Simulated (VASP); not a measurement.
Input of a VASP 6.6.1 run:

The input INCAR:

```
SYSTEM = Si8S
PREC = Accurate
ENCUT = 520
EDIFF = 1E-6
ISMEAR = 0
SIGMA = 0.05
LREAL = .FALSE.
LASPH = .TRUE.
NELM = 150
ALGO = Normal
ISIF = 2
LWAVE = .FALSE.
LCHARG = .FALSE.
ISPIN = 2
MAGMOM = 0 0 0 0 0 0 0 0 2
LORBIT = 11
LDIPOL = .TRUE.
IDIPOL = 3
DIPOL = 0.5 0.5 0.313
GGA = PE
IVDW = 12
NBANDS = 33
```

Contents of KPOINTS:

```
Automatic mesh
0
G
  7 4 1
  0 0 0
```

POSCAR

```
Si8S
1.0
    3.8155170197      0.0000000000      0.0000000000
    0.0000000000      6.3129357895      0.0000000000
    0.0000000000      0.0000000000     21.2318711397
Si S
8 1
Direct
    0.0000000000      0.9369021388      0.1883960191
    0.0000000000      0.5630978612      0.1883960191
    0.5000000000      0.4369021388      0.2402729771
    0.5000000000      0.0630978612      0.2402729771
    0.5000000000      0.9332664454      0.3446595292
    0.5000000000      0.5667335546      0.3446595292
    0.0000000000      0.4266292815      0.3877129380
    0.0000000000      0.0733707185      0.3877129380
    0.0000000000      0.9266292815      0.4913307485
```

Potentials or basis: VASP PAW PBE potentials, release 64 (Si, S).

Launch:

```console
$ cat potpaw_PBE.64/Si/POTCAR potpaw_PBE.64/S/POTCAR > POTCAR
$ mpirun -np 1 vasp_std > vasp.out
```

Question: Estimate the largest force.

Answer: 3.477 eV/Å.

Question: Estimate the dispersion energy per atom.

Answer: -0.251 eV.

Question: Predict the site moments.

Answer: Si -0.02, +0.01, -0.00, +0.00, -0.01; S +0.18 μB.

Question: What does it give for the net moment?

Answer: 0.26 μB per cell.

Forces in eV/Å, atoms in the order of the input:
```
Si   0.000 -0.703  0.647
Si   0.000  0.639  0.361
Si   0.000 -0.032 -0.649
Si   0.000 -0.056 -0.497
Si   0.000 -0.038 -0.782
Si   0.000  0.130  0.115
Si   0.000  1.190  0.173
Si   0.000 -1.831  2.956
S    0.000  0.700 -2.325
```
